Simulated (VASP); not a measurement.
A run of VASP 6.6.1 is set up as follows.

Contents of INCAR:

```
PREC     = Accurate       # precision mode
ENCUT    = 520            # plane-wave cutoff, eV
EDIFF    = 1E-8           # SCF threshold, eV
ISMEAR   = -1             # smearing method
SIGMA    = 0.01           # smearing width, eV
LREAL    = F              # projectors in reciprocal space
LASPH    = T              # aspherical terms in the spheres
NELM     = 60             # most SCF steps
ALGO     = Normal         # electronic algorithm
ISIF     = 2              # what is computed and relaxed
LWAVE    = F              # write WAVECAR
LCHARG   = F              # write CHGCAR
GGA      = PS             # functional
LEFG     = T            
NBANDS   = 15             # bands
```

Contents of KPOINTS:

```
Automatic mesh
0
Gamma
  8 8 8
```

The input POSCAR:

```
KI
1.0
    0.0000000000      3.4526002195      3.4526002195
    3.4526002195      0.0000000000      3.4526002195
    3.4526002195      3.4526002195      0.0000000000
K I
1 1
Direct
    0.0000000000      0.0000000000      0.0000000000
    0.5000000000      0.5000000000      0.5000000000
```

Potentials or basis: VASP PAW PBE potentials, release 64 (K_sv, I).

Command:

```console
$ cat potpaw_PBE.64/K_sv/POTCAR potpaw_PBE.64/I/POTCAR > POTCAR
$ mpirun -np 1 vasp_std > vasp.out
```

(1) Predict the band gap on the k mesh.

(2) Predict the pressure.

Results:

(1) 3.97 eV, direct.

(2) 0.6 GPa.

Caveat: without QUAD_EFG the Cq values of the log hold for a quadrupole moment of 1 mb, not for the nuclei; the PAW data sets were made with another functional, which shifts forces and pressure a little; spin-orbit coupling is left out, which moves the levels of the heavy elements.
